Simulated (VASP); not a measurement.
Runs of VASP 6.6.1 on Ni. The structure is that of space group Pm-3m (No. 221), or close to it. The cells are those of the table. 

```csv
spin,cell,k mesh,smearing,gap on the mesh (eV),pressure (GPa),moment (μB)
"collinear, ferromagnetic start","a = 2.288 Å, 1 atom",14 × 14 × 14,fermi-dirac 0.05 eV,none,0.0,0.49
"collinear, ferromagnetic start","a = 2.226 Å, 1 atom",15 × 15 × 15,fermi-dirac 0.05 eV,none,16.7,(b)
"collinear, ferromagnetic start","a = 2.288 Å, 1 atom",15 × 15 × 15,fermi-dirac 0.05 eV,none,-0.1,0.47
off,"a = 2.287 Å, 1 atom",15 × 15 × 15,fermi-dirac 0.1 eV,none,-0.1,-
"collinear, ferromagnetic start","a = 2.348 Å, 1 atom",15 × 15 × 15,fermi-dirac 0.05 eV,none,-10.3,(a)
```

Alike in all rows: task single point; level PBEsol; potentials or basis VASP PAW PBE potentials, release 64 (Ni); cutoff (eV) 520.

Fill in the values left out.

(a) 0.59; (b) 0.39.

Caveats: the PAW data sets were made with another functional, which shifts forces and pressure a little.

A gap of «none» marks levels without a gap at the run's occupations.
